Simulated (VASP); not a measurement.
## FeNi2: single point with PBE

The system is FeNi2.

```
Fe Ni
1.0
     3.92010    0.00000    0.00000
     0.00000    3.92010    0.00000
     0.00000    0.00000    2.63692
Fe Ni
1 2
Cartesian
  1.9600 1.9600 1.3185
  0.0000 1.9600 0.0000
  1.9600 0.0000 0.0000
```

The cell was built from a structure type or drawn by symmetry, and may not be a known phase.

```yaml
Program: VASP 6.6.1
Task: single point
Functional: PBE
Potentials_or_basis: VASP PAW PBE potentials, release 64 (Fe, Ni)
Cutoff: 520 eV
k_mesh: 6 × 6 × 6
Occupations: gaussian, width 0.1 eV
Spin: collinear spin, ferromagnetic start
Starting_moments: "[4.0, 2.0, 2.0] μB"
Dipole_correction: no
Further_INCAR_settings: ALGO = Normal; EDIFF = 1e-06; NBANDS = 25
```

```yaml
Pressure: 0.2 GPa
Net_moment: 4.09 μB per cell
Site_moments: Fe +2.65; Ni +0.75 μB
Valence_electrons_inside_the_program's_atomic_spheres: Fe 7.29; Ni 9.21
```

Levels at points of the mesh, in eV from the Fermi level:
Spin up:
| k point | band 12 | band 13 | band 14 | band 15 | band 16 | band 17 | band 18 | band 19 | band 20 | band 21 |
| --- | --- | --- | --- | --- | --- | --- | --- | --- | --- | --- |
| (0.00, 0.00, 0.00) | -1.18 | -1.18 | -0.69 | -0.33 | -0.33 | 1.44 | 1.44 | 6.20 | 7.90 | 11.63 |
| (0.50, 0.00, 0.00) | -1.87 | -1.36 | -1.34 | -1.23 | -1.12 | -0.34 | 4.23 | 7.22 | 7.75 | 8.50 |
| (0.50, 0.50, 0.00) | -1.96 | -1.96 | -1.60 | -1.47 | -1.02 | 0.13 | 0.13 | 0.96 | 17.17 | 17.23 |
| (0.00, 0.00, 0.50) | -1.91 | -1.51 | -1.17 | -0.98 | 0.28 | 0.63 | 8.16 | 8.58 | 8.58 | 10.45 |
| (0.50, 0.00, 0.50) | -1.46 | -1.36 | -0.95 | -0.91 | 0.99 | 1.74 | 2.98 | 3.96 | 10.97 | 11.35 |
| (0.50, 0.50, 0.50) | -1.10 | -0.69 | -0.69 | -0.16 | 0.45 | 1.91 | 1.91 | 4.03 | 6.88 | 6.88 |
Spin down:
```csv
k point,band 8,band 9,band 10,band 11,band 12,band 13,band 14,band 15,band 16,band 17
"(0.00, 0.00, 0.00)",-1.21,-0.55,-0.55,-0.09,0.39,0.70,1.19,1.48,1.48,1.63
"(0.50, 0.00, 0.00)",-1.55,-1.30,-1.14,-0.77,-0.62,0.00,0.09,0.50,0.86,1.61
"(0.50, 0.50, 0.00)",-1.22,-1.22,-0.88,-0.84,-0.43,-0.39,-0.23,0.35,0.35,0.97
"(0.00, 0.00, 0.50)",-1.67,-1.32,-1.32,-1.04,-0.71,-0.05,0.14,0.34,1.44,2.59
"(0.50, 0.00, 0.50)",-1.41,-1.21,-1.11,-0.60,0.05,0.46,0.85,1.61,1.62,1.86
"(0.50, 0.50, 0.50)",-1.02,0.05,0.05,0.56,0.82,0.82,1.12,1.61,1.74,1.93
```

It took 42 s on 1 thread of Intel(R) Xeon(R) 6975P-C (Granite Rapids), on a shared host, peak memory 0.19 GiB.

Caveat: the k points lie up to 0.40 Å⁻¹ apart.
